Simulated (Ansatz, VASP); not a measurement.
One calculation of KBr, two programs

```xyz
2
Lattice="-0.0695 3.1139 3.0382 3.1699 -0.0528 3.0215 3.2979 3.2252 -0.1808" Properties=species:S:1:pos:R:3 pbc="T T T"
K     0.0643    0.0463   -0.1262
Br    3.1348    3.0969    3.0656
```

Change from the starting cell: all atoms moved at random, cell strained at random.

Alike in both runs: task single point; functional PBE; k mesh 6 × 6 × 6; occupations gaussian, width 0.02 eV; no spin polarisation.

|  | VASP | Ansatz |
| --- | --- | --- |
| version | VASP 6.6.1 | Ansatz 0.2.0 |
| potentials or method | VASP PAW PBE potentials, release 64 (K_sv, Br), cutoff 520 eV | scalar-relativistic, plane waves, PAW |
| valence electrons in the cell | 16 | 16 |

VASP gave:

```
gap on the k mesh at the Fermi level (eV)                     : 4.61
least direct gap on the mesh (eV)                             : 4.61
pressure (GPa)                                                : 3.8
traceless stress, the component that is largest in VASP (GPa) : 2.80
rms of the force components (eV/Å)                            : 0.479
```

Question: Estimate Ansatz's values.

Answer: gap on the k mesh at the Fermi level (eV): 4.61; least direct gap on the mesh (eV): 4.61; pressure (GPa): 3.8; traceless stress, the component that is largest in VASP (GPa): 2.76; rms of the force components (eV/Å): 0.472.

Atom by atom the forces differ by 0.007 eV/Å (rms over components).
